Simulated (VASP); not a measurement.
A run of VASP 6.6.1 is set up as follows.

INCAR

```
PREC = Accurate
ENCUT = 520
EDIFF = 1E-6
ISMEAR = 0
SIGMA = 0.1
LREAL = F
LASPH = T
NELM = 60
ALGO = Normal
ISIF = 2
LWAVE = F
LCHARG = F
LDIPOL = T
IDIPOL = 3
DIPOL = 0.5 0.5 0.392
GGA = PE
NBANDS = 14
```

Contents of KPOINTS:

```
Automatic mesh
0
Gamma
  9 9 1
```

File POSCAR:

```
Mg4Si
1.0
    3.2100692859      0.0000000000      0.0000000000
   -1.6050346429      2.7800015495      0.0000000000
    0.0000000000      0.0000000000     23.2147784313
Mg Si
4 1
Direct
    0.6666666666      0.3333333333      0.1723040352
    0.3333333333      0.6666666667      0.2829644272
    0.6666666666      0.3333333333      0.3920793237
    0.3333333333      0.6666666667      0.5046258988
    0.5000000000      1.0000000000      0.6104457077
```

Potentials or basis: VASP PAW PBE potentials, release 64 (Mg, Si).

Command:

```bash
$ cat potpaw_PBE.64/Mg/POTCAR potpaw_PBE.64/Si/POTCAR > POTCAR
$ mpirun -np 1 vasp_std > vasp.out
```

(1) Estimate the band gap on the k mesh.

(2) Estimate the largest force.

## Answers

(1) zero (bands 6 and 7 overlap by 0.09 eV).

(2) 0.450 eV/Å.
